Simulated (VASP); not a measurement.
Set up this calculation in VASP 6.6.1, as the native input.

```yaml
Task: single point
Functional: PBEsol
Potentials_or_basis: VASP PAW PBE potentials, release 64 (Cs_sv, Cl)
Cutoff: 500 eV
k_mesh: 4 × 4 × 4
Occupations: gaussian, width 0.01 eV
Spin: no spin polarisation
Dipole_correction: no
Further_INCAR_settings: ALGO = Normal; EDIFF = 1e-06; NBANDS = 15
```

The structure of CsCl lies in POSCAR:

```
CsCl
1.0
    4.1406758997      0.0000000000      0.0000000000
    0.0000000000      4.1406758997      0.0000000000
    0.0000000000      0.0000000000      4.1406758997
Cs Cl
1 1
Direct
    0.0000000000      0.0000000000      0.0000000000
    0.5000000000      0.5000000000      0.5000000000
```

One way to write it, as run:

INCAR

```
SYSTEM = CsCl
PREC = Accurate
ENCUT = 500
EDIFF = 1E-6
ISMEAR = 0
SIGMA = 0.01
LREAL = .FALSE.
LASPH = .TRUE.
NELM = 120
ALGO = Normal
ISIF = 2
LWAVE = .FALSE.
LCHARG = .FALSE.
GGA = PS
NBANDS = 15
GGA_COMPAT = .FALSE.
```

KPOINTS

```
regular mesh
0
G
  4 4 4
  0 0 0
```

Potentials or basis: VASP PAW PBE potentials, release 64 (Cs_sv, Cl).

Run with:

```console
$ cat potpaw_PBE.64/Cs_sv/POTCAR potpaw_PBE.64/Cl/POTCAR > POTCAR
$ mpirun -np 1 vasp_std > vasp.out
```

It gave:

The pressure is -0.8 GPa and the band gap on the k mesh is 4.99 eV, direct.

Caveat: the PAW data sets were made with another functional, which shifts forces and pressure a little; spin-orbit coupling is left out, which moves the levels of the heavy elements.

Wall time 5.3 s on 1 thread of AMD EPYC 9R45 96-Core Processor (Zen 5), on a shared host, peak memory 0.13 GiB.
